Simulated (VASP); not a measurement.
Set up this calculation in VASP 6.6.1, as the native input.

* Task: single point
* Functional: r2SCAN
* Potentials or basis: VASP PAW PBE potentials, release 64 (La, As_d, Lu)
* Cutoff: 560 eV
* k mesh: 6 × 6 × 4
* Occupations: fermi-dirac, width 0.02 eV
* Spin: no spin polarisation
* Dipole correction: no
* Further INCAR settings: ALGO = Normal; EDIFF = 1e-06; NBANDS = 41

Crystal: LaLuAs2.

```
La As Lu
1.0
     4.22326    0.00000    0.00000
     0.00000    4.22326    0.00000
     0.00000    0.00000    5.95210
La As Lu
1 2 1
Direct
  0.00000 0.00000 0.00000
  0.00000 0.00000 0.50000
  0.50000 0.50000 0.00000
  0.50000 0.50000 0.50000
```

These files were run (other wordings do the same):

POSCAR

```
LaLuAs2
1.0
    4.2232600530      0.0000000000      0.0000000000
    0.0000000000      4.2232600530      0.0000000000
    0.0000000000      0.0000000000      5.9521047156
La As Lu
1 2 1
Direct
    0.0000000000      0.0000000000      0.0000000000
    0.0000000000      0.0000000000      0.5000000000
    0.5000000000      0.5000000000      0.0000000000
    0.5000000000      0.5000000000      0.5000000000
```

INCAR.step1

```
PREC = Accurate ; ENCUT = 560
ISMEAR = -1 ; SIGMA = 0.02
LREAL = False ; LASPH = True
NELM = 200 ; NBANDS = 41
GGA = PE ; ALGO = Normal
EDIFF = 1E-5 ; LWAVE = True
LCHARG = False ; GGA_COMPAT = False
LMAXMIX = 6
```

INCAR.step2

```
PREC = Accurate ; ENCUT = 560
EDIFF = 1E-6 ; ISMEAR = -1
SIGMA = 0.02 ; LREAL = False
LASPH = True ; NELM = 200
ALGO = Normal ; ISIF = 2
LWAVE = False ; LCHARG = False
METAGGA = R2SCAN ; LMIXTAU = True
NBANDS = 41 ; ISTART = 1
GGA_COMPAT = False ; LMAXMIX = 6
```

KPOINTS

```
Automatic mesh
0
Gamma
  6 6 4
```

Potentials or basis: VASP PAW PBE potentials, release 64 (La, As_d, Lu).

Launch:

```sh
$ cat potpaw_PBE.64/La/POTCAR potpaw_PBE.64/As_d/POTCAR potpaw_PBE.64/Lu/POTCAR > POTCAR
$ cp INCAR.step1 INCAR
$ mpirun -np 1 vasp_std > vasp.out
$ cp INCAR.step2 INCAR
$ mpirun -np 1 vasp_std > vasp.out
```

It gave:

- Pressure: 0.1 GPa
- Band gap on the k mesh: zero (bands 33 and 34 overlap by 0.18 eV)

Caveat: semilocal functionals underestimate gaps, and a narrow one can read as zero; the PAW data sets were made with another functional, which shifts forces and pressure a little; spin-orbit coupling is left out, which moves the levels of the heavy elements.

Run time: 6.8 min on 1 thread of Intel(R) Xeon(R) Platinum 8559C (Emerald Rapids) (shared host), peak memory 0.37 GiB.
